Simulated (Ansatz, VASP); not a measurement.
## Two plane-wave programs on RbBr

INCAR

```
  PREC = Accurate
  ENCUT = 500
  EDIFF = 1E-6
  ISMEAR = -5
  SIGMA = 0.02
  LREAL = False
  LASPH = True
  NELM = 120
  ALGO = Normal
  ISIF = 2
  LWAVE = False
  LCHARG = True
  GGA = PS
  LELF = True
  LVHAR = True
  NBANDS = 15
  GGA_COMPAT = False
```

KPOINTS

```
regular mesh
0
Gamma
  6 6 6
```

Contents of POSCAR:

```
RbBr
1.0
    0.0000000000      3.5086792297      3.5086792297
    3.5086792297      0.0000000000      3.5086792297
    3.5086792297      3.5086792297      0.0000000000
Rb Br
1 1
Direct
    0.0000000000      0.0000000000      0.0000000000
    0.5000000000      0.5000000000      0.5000000000
```

Input for Ansatz:

```yaml
crystal:
  lattice:
    - [0.0, 3.5086792297, 3.5086792297]
    - [3.5086792297, 0.0, 3.5086792297]
    - [3.5086792297, 3.5086792297, 0.0]
  atoms:
    - { symbol: Rb, position: [0.0, 0.0, 0.0] }
    - { symbol: Br, position: [0.5, 0.5, 0.5] }
basis:
  ecutwfc: "33.1 Ry"
kpoints:
  mp_grid: { grid: [6, 6, 6] }
hamiltonian:
  xc: pbesol
scf:
  occupations: { method: tetrahedron }
output:
  forces: true
  eigenvalues: true
  stress: true
```

Alike in both runs: task single point; functional PBEsol; k mesh 6 × 6 × 6; occupations tetrahedron; no spin polarisation.

|  | VASP | Ansatz |
| --- | --- | --- |
| version | VASP 6.6.1 | Ansatz 0.2.0 |
| potentials or method | VASP PAW PBE potentials, release 64 (Rb_sv, Br), cutoff 500 eV | scalar-relativistic, plane waves, PAW |
| valence electrons in the cell | 16 | 16 |

Ansatz gave:

| Item | Value |
| --- | --- |
| gap on the k mesh at the Fermi level (eV) | 4.06 |
| pressure (GPa) | -0.9 |

Question: Which values does VASP return?

Answer: gap on the k mesh at the Fermi level (eV): 4.06; pressure (GPa): -0.8.

VASP's potentials were made for PBE, not for PBEsol. Ansatz's warnings: band table not solved further, tetrahedron derivatives may miss energy slope.
